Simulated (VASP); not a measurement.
# Ti3H2 (P-3m1) in VASP: notebook

Ti3H2 is run at these levels: PBE; tasks: single point, relaxation of cell and atoms.

Program: VASP 6.6.1. These are calculated values, not measurements. Logs are shortened: lines on timing, memory, paths and dates and some standing lists are left out, and cuts for length are marked.

## 1. The cell of the first run

It takes space group P-3m1 (No. 164, trigonal). The conventional cell has a = 2.935 Å, b = 2.935 Å, c = 7.262 Å, α = 90.00°, β = 90.00°, γ = 120.00°. Within 2.7 Å of Ti (site symmetry -3m) lie 6 H at 2.07 Å. Ti (site symmetry 3m) has 3 H at 2.12 Å and 12 Ti at 2.88 to 2.99 Å within 3.0 Å. Within 2.7 Å of H (site symmetry 3m) lie 6 Ti at 2.07 to 2.12 Å.

## 2. Single point, PBE

Contents of INCAR:

```
ALGO     = Normal         # electronic algorithm
EDIFF    = 1E-6           # SCF threshold, eV
ENCUT    = 520            # plane-wave cutoff, eV
GGA      = PE             # functional
ISIF     = 2              # what is computed and relaxed
ISMEAR   = 0              # smearing method
LASPH    = True           # aspherical terms in the spheres
LCHARG   = True           # write CHGCAR
LELF     = True           # ELF
LREAL    = False          # projectors in reciprocal space
LVHAR    = True         
LWAVE    = False          # write WAVECAR
NBANDS   = 27             # bands
NELM     = 60             # most SCF steps
PREC     = Accurate       # precision mode
SIGMA    = 0.1            # smearing width, eV
```

Contents of KPOINTS:

```
k-points
0
Gamma
  6 6 4
```

Contents of POSCAR:

```
Ti3H2
1.0
    2.9345527889      0.0000000000      0.0000000000
   -1.4672763944      2.5413972639      0.0000000000
    0.0000000000      0.0000000000      7.2618214903
Ti H
3 2
Direct
    0.0000000000      0.0000000000      0.0000000000
    0.3333333333      0.6666666667      0.6602017350
    0.6666666667      0.3333333333      0.3397982650
    0.3333333333      0.6666666667      0.1646213733
    0.6666666667      0.3333333333      0.8353786267
```

Potentials or basis: VASP PAW PBE potentials, release 64 (Ti_sv, H).

Started as:

```bash
cat potpaw_PBE.64/Ti_sv/POTCAR potpaw_PBE.64/H/POTCAR > POTCAR
mpirun -np 1 vasp_std > vasp.out
```

OUTCAR:

```text
EDIFF = 1E-6
   ENCUT = 520
   GGA = PE
   ISIF = 2
   ISMEAR = 0
   LASPH = True
   LREAL = False
   NELM = 60
   PREC = Accurate

 ion  position               nearest neighbor table
   1  0.000  0.000  0.000-
   2  0.333  0.667  0.660-   3 2.88   3 2.88   3 2.88
   3  0.667  0.333  0.340-   2 2.88   2 2.88   2 2.88
   4  0.333  0.667  0.165-
   5  0.667  0.333  0.835-

  LATTYP: Found a hexagonal cell.
 ALAT       =     2.9345527889
 C/A-ratio  =     2.4745922165

  Lattice vectors:

 A1 = (   2.9345527889,   0.0000000000,   0.0000000000)
 A2 = (  -1.4672763944,   2.5413972639,   0.0000000000)
 A3 = (   0.0000000000,   0.0000000000,   7.2618214903)

Analysis of symmetry for initial positions (statically):
=====================================================================
 Subroutine PRICEL returns:
 Original cell was already a primitive cell.

 Routine SETGRP: Setting up the symmetry group for a
 hexagonal supercell.

 Subroutine GETGRP returns: Found 12 space group operations
 (whereof 12 operations were pure point group operations)
 out of a pool of 24 trial point group operations.

The static configuration has the point symmetry D_3d.

Analysis of symmetry for dynamics (positions and initial velocities):
=====================================================================
 Subroutine PRICEL returns:
 Original cell was already a primitive cell.

 Routine SETGRP: Setting up the symmetry group for a
 hexagonal supercell.

 Subroutine GETGRP returns: Found 12 space group operations
 (whereof 12 operations were pure point group operations)
 out of a pool of 24 trial point group operations.

The dynamic configuration has the point symmetry D_3d.

 Subroutine INISYM returns: Found 12 space group operations
 (whereof 12 operations are pure point group operations),
 and found     1 'primitive' translations

----------------------------------------------------------------------------------------

                                     Primitive cell

  volume of cell :      54.1577

  direct lattice vectors                    reciprocal lattice vectors
     2.934552789  0.000000000  0.000000000     0.340767426  0.196742165  0.000000000
    -1.467276394  2.541397264  0.000000000     0.000000000  0.393484330  0.000000000
     0.000000000  0.000000000  7.261821490     0.000000000  0.000000000  0.137706497

  length of vectors
     2.934552789  2.934552789  7.261821490     0.393484330  0.393484330  0.137706497

  position of ions in fractional coordinates (direct lattice)
     0.000000000  0.000000000  0.000000000
     0.333333333  0.666666667  0.660201735
     0.666666667  0.333333333  0.339798265
     0.333333333  0.666666667  0.164621373
     0.666666667  0.333333333  0.835378627

  ion indices of the primitive-cell ions
   primitive index   ion index
                 1           1
                 2           2
                 3           3
                 4           4
                 5           5

----------------------------------------------------------------------------------------

 KPOINTS: k-points

Automatic generation of k-mesh.
 Grid dimensions read from file:
 generate k-points for:    6    6    4

 Generating k-lattice:

  Cartesian coordinates                     Fractional coordinates (reciprocal lattice)
     0.056794571  0.032790361  0.000000000     0.166666667  0.000000000  0.000000000
     0.000000000  0.065580722  0.000000000     0.000000000  0.166666667  0.000000000
     0.000000000  0.000000000  0.034426624     0.000000000  0.000000000  0.250000000

  Length of vectors
     0.065580722  0.065580722  0.034426624

  Shift w.r.t. Gamma in fractional coordinates (k-lattice)
     0.000000000  0.000000000  0.000000000

 Subroutine IBZKPT returns following result:
 ===========================================

 Found     24 irreducible k-points:

 Following reciprocal coordinates:
            Coordinates               Weight
  0.000000  0.000000  0.000000      1.000000
  0.166667  0.000000  0.000000      6.000000
  0.333333 -0.000000  0.000000      6.000000
  0.500000  0.000000  0.000000      3.000000
  0.166667  0.166667  0.000000      6.000000
  0.333333  0.166667  0.000000     12.000000
[... 16 lines left out ...]
  0.333333  0.166667  0.500000     12.000000
  0.333333  0.333333  0.500000      2.000000
   k-points           NKPTS =     24   k-points in BZ     NKDIM =     24   number of bands    NBANDS=     27
   number of dos      NEDOS =    301   number of ions     NIONS =      5
   total plane-waves  NPLWV =  31104
   dimension x,y,z NGX =    24 NGY =   24 NGZ =   54
   dimension x,y,z NGXF=    48 NGYF=   48 NGZF=  108
   ions per type =               3   2
   NGX,Y,Z   is equivalent  to a cutoff of  13.60, 13.60, 12.36 a.u.
   NGXF,Y,Z  is equivalent  to a cutoff of  27.19, 27.19, 24.72 a.u.
 SYSTEM =  unknown system
   PREC   = accura    normal or accurate (medium, high low for compatibility)
   ISTART =      0    job   : 0-new  1-cont  2-samecut
   ICHARG =      2    charge: 1-file 2-atom 10-const
   ISPIN  =      1    spin polarized calculation?
   LNONCOLLINEAR =      F non collinear calculations
   LSORBIT =      F    spin-orbit coupling
   LASPH  =      T    aspherical Exc in radial PAW
   ENCUT  =  520.0 eV  38.22 Ry    6.18 a.u.   5.46  5.46 13.50*2*pi/ulx,y,z
   NELM   =     60;   NELMIN=  2; NELMDL= -5     # of ELM steps
   EDIFF  = 0.1E-05   stopping-criterion for ELM
   LREAL  =      F    real-space projection
   EDIFFG = 0.1E-04   stopping-criterion for IOM
   NSW    =      0    number of steps for IOM
   IBRION =     -1    ionic relax: 0-MD 1-quasi-New 2-CG
   NFREE  =      0    steps in history (QN), initial steepest desc. (CG)
   ISIF   =      2    stress and relaxation
   ISYM   =      2    0-nonsym 1-usesym 2-fastsym
   POTIM  = 0.5000    time-step for ionic-motion
   TEBEG  =    0.0;   TEEND  =   0.0 temperature during run
   PSTRESS=    0.0 pullay stress
   NELECT =      38.0000    total number of electrons
   NUPDOWN=      -1.0000    fix difference up-down
   EMIN   =  10.00;   EMAX   =-10.00  energy-range for DOS
   EFERMI =   0.00;   METHOD = LEGACY
   ISMEAR =     0;   SIGMA  =   0.10  broadening in eV -4-tet -1-fermi 0-gaus
   EFERMI_NEDOS =   21; number of points for ismear=-14 and -15
   IALGO  =     38    algorithm
   IMIX   =      4    mixing-type and parameters
     AMIX     =   0.40;   BMIX     =  1.00
     AMIX_MAG =   1.60;   BMIX_MAG =  1.00
  volume/ion in A,a.u.               =      10.83        73.09
  Fermi-wavevector in a.u.,A,eV,Ry     =   1.454731  2.749043 28.793222  2.116242
  Thomas-Fermi vector in A             =   2.571848
   LORBIT       =      0    0 simple, 1 ext, 2 COOP (PROOUT), +10 PAW based schemes
   GGA     = PE    functional components
   LHFCALC =     F    Hartree Fock is set to
   AEXX    =    0.0000 exact exchange contribution
   IVDW    =     0    specifies the selected vdW correction
   LEPSILON=     F    determine dielectric tensor
   LRPA    =     F    only Hartree local field effects (RPA)
 non-spin polarized calculation
 Gauss-broadening in eV      SIGMA  =   0.10
  energy-cutoff  :      520.00
  volume of cell :       54.16
 maximum number of plane-waves:      1515
 NGX is ok and might be reduce to    24
   NGX = 11   NGY = 11   NGZ = 27

 number of electron      37.9999993 magnetization

 Free energy of the ion-electron system (eV)
  ---------------------------------------------------
  ext. energy  EPLUGINS =         0.00000000
  ---------------------------------------------------
  free energy    TOTEN  =       -31.55257000 eV

  energy without entropy =      -31.52659211  energy(sigma->0) =      -31.53958106

 E-fermi :   8.5611     XC(G=0): -11.7497

 val. band max:        8.5476216373   @ k =   0.3333  -0.0000   0.5000
 cond. band min:       8.5632848767   @ k =   0.3333   0.1667   0.5000
 fundamental gap:      0.0156632393
 Fermi energy:         8.5610799970

 k-point     1 :       0.0000    0.0000    0.0000
  band No.  band energies     occupation
      1     -48.2025      2.00000
      2     -48.1225      2.00000
      3     -48.1065      2.00000
      4     -24.6077      2.00000
      5     -24.5618      2.00000
      6     -24.1769      2.00000
[... 19 lines left out ...]
     26      10.8269      0.00000
     27      11.2318      0.00000

 k-point     2 :       0.1667    0.0000    0.0000
  band No.  band energies     occupation
      1     -48.1780      2.00000
      2     -48.1082      2.00000
      3     -48.0896      2.00000
      4     -24.5846      2.00000
      5     -24.5463      2.00000
      6     -24.2881      2.00000
[... 19 lines left out ...]
     26      10.7610      0.00000
     27      10.8622      0.00000

 k-point     3 :       0.3333   -0.0000    0.0000
  band No.  band energies     occupation
      1     -48.1255      2.00000
      2     -48.0823      2.00000
      3     -48.0560      2.00000
      4     -24.6154      2.00000
      5     -24.6066      2.00000
      6     -24.5223      2.00000
[... 19 lines left out ...]
     26      11.2255      0.00000
     27      11.4906      0.00000

 k-point     4 :       0.5000    0.0000    0.0000
  band No.  band energies     occupation
      1     -48.0934      2.00000
      2     -48.0748      2.00000
      3     -48.0392      2.00000
      4     -24.6846      2.00000
      5     -24.6840      2.00000
      6     -24.6696      2.00000
[... 19 lines left out ...]
     26      11.9724      0.00000
     27      12.0958      0.00000
[... 516 lines left out ...]
      4     -24.5879      2.00000
      5     -24.4988      2.00000
      6     -24.4892      2.00000
[... 19 lines left out ...]
     26      10.8808      0.00000
     27      11.4693      0.00000

 k-point    23 :       0.3333    0.1667    0.5000
  band No.  band energies     occupation
      1     -48.0941      2.00000
      2     -48.0739      2.00000
      3     -48.0394      2.00000
      4     -24.6711      2.00000
      5     -24.5980      2.00000
      6     -24.5668      2.00000
[... 19 lines left out ...]
     26      11.6794      0.00000
     27      12.1225      0.00000

 k-point    24 :       0.3333    0.3333    0.5000
  band No.  band energies     occupation
      1     -48.0732      2.00000
      2     -48.0732      2.00000
      3     -48.0330      2.00000
      4     -24.5939      2.00000
      5     -24.5939      2.00000
      6     -24.5792      2.00000
[... 19 lines left out ...]
     26      11.8058      0.00000
     27      11.8058      0.00000

------------------------ aborting loop because EDIFF is reached ----------------------------------------

  FORCE on cell =-STRESS in cart. coord.  units (eV):
  Direction    XX          YY          ZZ          XY          YZ          ZX
  --------------------------------------------------------------------------------------
  -------------------------------------------------------------------------------------
  Total       -0.0180601     -0.0180601      0.0578621     -0.0000000      0.0000000     -0.0000000
  in kB       -0.5342818     -0.5342818      1.7117671     -0.0000000      0.0000000     -0.0000000
  external PRESSURE =       0.2144011 kB  Pullay stress =       0.0000000 kB

 VOLUME and BASIS-vectors are now :
 -----------------------------------------------------------------------------
  energy-cutoff  :      520.00
  volume of cell :       54.16
      direct lattice vectors                 reciprocal lattice vectors
     2.934552789  0.000000000  0.000000000     0.340767426  0.196742165  0.000000000
    -1.467276394  2.541397264  0.000000000     0.000000000  0.393484330  0.000000000
     0.000000000  0.000000000  7.261821490     0.000000000  0.000000000  0.137706497

 POSITION                                       TOTAL-FORCE (eV/Angst)
 -----------------------------------------------------------------------------------
      0.00000      0.00000      0.00000        -0.000000      0.000000      0.000000
     -0.00000      1.69426      4.79427         0.000000     -0.000000     -0.033822
      1.46728      0.84713      2.46755         0.000000      0.000000      0.033822
     -0.00000      1.69426      1.19545        -0.000000      0.000000     -0.002139
      1.46728      0.84713      6.06637        -0.000000     -0.000000      0.002139
 -----------------------------------------------------------------------------------
    total drift:                               -0.000000      0.000000     -0.000000

  FREE ENERGIE OF THE ION-ELECTRON SYSTEM (eV)
  ---------------------------------------------------
  free  energy   TOTEN  =       -31.5525699977 eV

  energy  without entropy=      -31.5265921148  energy(sigma->0) =      -31.53958106
```

It took 82 s on 1 thread of Oxide Virtual Turin-like, shared host; peak memory 0.16 GiB.

What came out:

```yaml
Free_energy: -31.5526 eV
Pressure: 0.0 GPa
Largest_force: 0.034 eV/Å
Band_gap_on_the_k_mesh: zero (bands 19 and 20 overlap by 0.91 eV)
```

Forces in eV/Å, atoms in the order of the input:
```
Ti   0.000  0.000  0.000
Ti   0.000  0.000 -0.034
Ti   0.000  0.000  0.034
H    0.000  0.000 -0.002
H    0.000  0.000  0.002
```

Stress tensor (GPa, compression positive):
```
-0.05  0.00  0.00
 0.00 -0.05  0.00
 0.00  0.00  0.17
```

Caveat: the k points lie up to 0.41 Å⁻¹ apart, too coarse for converged energies and pressures of a metal.

## 3. Single point, PBE

This run uses another cell than the first one, of 10.85 Å³/atom.

Contents of INCAR:

```
PREC = Accurate
ENCUT = 520
EDIFF = 1E-7
ISMEAR = 0
SIGMA = 0.1
LREAL = F
LASPH = T
NELM = 100
ALGO = Fast
ISIF = 2
LWAVE = F
LCHARG = T
GGA = PE
LELF = T
LVHAR = T
NBANDS = 27
```

Contents of KPOINTS:

```
regular mesh
0
Gamma
  12 12 6
```

Contents of POSCAR:

```
Ti3H2
1.0
    2.9376696713      0.0000000000      0.0000000000
   -1.4688348356      2.5440965633      0.0000000000
    0.0000000000      0.0000000000      7.2616111581
Ti H
3 2
Direct
    0.0000000000      0.0000000000      0.0000000000
    0.3333333333      0.6666666667      0.6588981540
    0.6666666667      0.3333333333      0.3411018460
    0.3333333333      0.6666666667      0.1653145125
    0.6666666667      0.3333333333      0.8346854875
```

Potentials or basis: VASP PAW PBE potentials, release 64 (Ti_sv, H).

Started as:

```bash
cat potpaw_PBE.64/Ti_sv/POTCAR potpaw_PBE.64/H/POTCAR > POTCAR
mpirun -np 1 vasp_std > vasp.out
```

Run time: 17 min. Hardware: 1 thread of Oxide Virtual Turin-like, shared host; peak memory 0.23 GiB.

The run converged. Its results:

```yaml
Free_energy: -31.5296 eV
Pressure: -0.2 GPa
Largest_force: 0.008 eV/Å
Band_gap_on_the_k_mesh: zero (bands 19 and 20 overlap by 0.90 eV)
```

Forces on the atoms (eV/Å):
```
Ti   0.000  0.000  0.000
Ti   0.000  0.000 -0.008
Ti   0.000  0.000  0.008
H    0.000  0.000 -0.001
H    0.000  0.000  0.001
```

Levels at points of the mesh, in eV from the Fermi level:
```csv
k point,band 15,band 16,band 17,band 18,band 19,band 20,band 21,band 22,band 23,band 24
"(0.00, 0.00, 0.00)",-4.05,-1.47,-0.52,0.65,0.65,0.75,0.78,0.78,0.79,0.79
"(0.50, 0.00, 0.00)",-2.51,-2.00,-1.78,-1.09,-0.02,0.32,1.02,1.07,2.02,3.36
"(0.00, 0.00, 0.50)",-2.92,-2.50,-0.07,0.47,0.47,0.51,0.95,0.95,0.97,0.97
"(0.50, 0.00, 0.50)",-2.93,-1.60,-1.50,-1.06,0.26,0.27,0.49,0.92,2.36,2.49
```

## 4. Relaxation of cell and atoms, PBE

This run uses another cell than the first one, of 10.90 Å³/atom.

Contents of INCAR:

```
ALGO = Normal
EDIFF = 1E-6
EDIFFG = -0.04
ENCUT = 600
GGA = PE
IBRION = 2
ISIF = 3
ISMEAR = 0
LASPH = True
LCHARG = False
LREAL = False
LWAVE = False
NELM = 60
NSW = 90
PREC = Accurate
SIGMA = 0.1
```

Contents of KPOINTS:

```
k-points
0
Gamma
  6 6 4
```

Contents of POSCAR:

```
Ti3H2
1.0
    3.4325184011      0.0000000000      0.0000000000
   -1.7162592005      2.9726481343      0.0000000000
    0.0000000000      0.0000000000      5.3404410656
Ti H
3 2
Direct
    0.0000000000      0.0000000000      0.0000000000
    0.3333333333      0.6666666667      0.6450000000
    0.6666666667      0.3333333333      0.3550000000
    0.3333333333      0.6666666667      0.2450000000
    0.6666666667      0.3333333333      0.7550000000
```

Started as:

```bash
cat potpaw_PBE.64/Ti_sv/POTCAR potpaw_PBE.64/H/POTCAR > POTCAR
mpirun -np 1 vasp_std > vasp.out
```

Wall time 15 min (1 thread of Oxide Virtual Turin-like, shared host); peak memory 0.18 GiB.

It converged, with:

| Property | Result |
| --- | --- |
| Free energy | -31.5237 eV |
| Relaxed volume | 10.81 Å³/atom |
| Relaxed cell | a = 2.934 Å, b = 2.934 Å, c = 7.251 Å, α = 90.00°, β = 90.00°, γ = 120.00° |
| Space group after relaxing (to 0.1 Å) | P-3m1 (No. 164) |
| Energy gained by relaxing | 405.8 meV/atom |
| Ionic steps | 20 |
| Pressure after relaxing | 0.1 GPa |
| Largest force after relaxing | 0.020 eV/Å |
| Band gap on the k mesh | zero (bands 19 and 20 overlap by 0.91 eV) |

Forces on the atoms (eV/Å):
```
Ti   0.000  0.000  0.000
Ti   0.000  0.000 -0.020
Ti   0.000  0.000  0.020
H    0.000  0.000 -0.012
H    0.000  0.000  0.012
```

Stress tensor (GPa, compression positive):
```
 0.20  0.00  0.00
 0.00  0.20  0.00
 0.00  0.00 -0.19
```

The path:
```csv
step,energy change (eV),largest force (eV/Å),pressure (GPa),volume (Å³)
1,0.0000,1.4368,2.98,54.49
2,-0.4007,0.2558,-1.53,56.02
3,-0.5551,0.4595,-3.48,57.25
4,-0.5905,1.1640,-3.84,59.40
5,-0.9887,1.4303,2.24,56.93
6,-1.0383,1.5838,5.87,55.70
7,-1.3022,0.9971,-0.21,57.49
8,-1.3326,0.7746,-2.09,58.12
9,-1.4975,0.7474,-1.91,57.12
10,-1.6145,0.7606,-0.07,55.24
11,-1.6189,0.7397,-0.63,55.60
12,-1.7192,0.7106,0.57,54.69
13,-1.9125,0.4316,5.70,52.02
14,-1.9902,0.2582,2.17,53.21
15,-2.0216,0.1037,-1.28,54.59
16,-2.0217,0.0956,-1.44,54.67
17,-2.0266,0.0555,-0.81,54.40
18,-2.0281,0.0445,-0.19,54.15
19,-2.0281,0.0483,-0.18,54.13
20,-2.0288,0.0202,0.07,54.05
```

Final structure:
```yaml
crystal:
  lattice:
    - [2.93370, 0.00000, 0.00000]
    - [-1.46685, 2.54066, 0.00000]
    - [0.00000, 0.00000, 7.25098]
  atoms:
    - { symbol: Ti, position: [0.00000, 0.00000, 0.00000] }
    - { symbol: Ti, position: [0.33333, 0.66667, 0.66003] }
    - { symbol: Ti, position: [0.66667, 0.33333, 0.33997] }
    - { symbol: H, position: [0.33333, 0.66667, 0.16517] }
    - { symbol: H, position: [0.66667, 0.33333, 0.83483] }
```

Levels at points of the mesh, in eV from the Fermi level:
```csv
k point,band 15,band 16,band 17,band 18,band 19,band 20,band 21,band 22,band 23
"(0.00, 0.00, 0.00)",-4.06,-1.48,-0.56,0.63,0.63,0.75,0.75,0.77,0.77
"(0.50, 0.00, 0.00)",-2.54,-2.02,-1.82,-1.10,-0.03,0.28,0.98,1.06,2.01
"(0.00, 0.00, 0.50)",-2.95,-2.51,-0.07,0.44,0.45,0.45,0.94,0.94,0.94
"(0.50, 0.00, 0.50)",-2.96,-1.62,-1.54,-1.08,0.25,0.25,0.47,0.89,2.37
```

Caveat: a cell axis changed by over 15 % at a fixed basis, so the end point is rough.

[end of part 1 of 2]
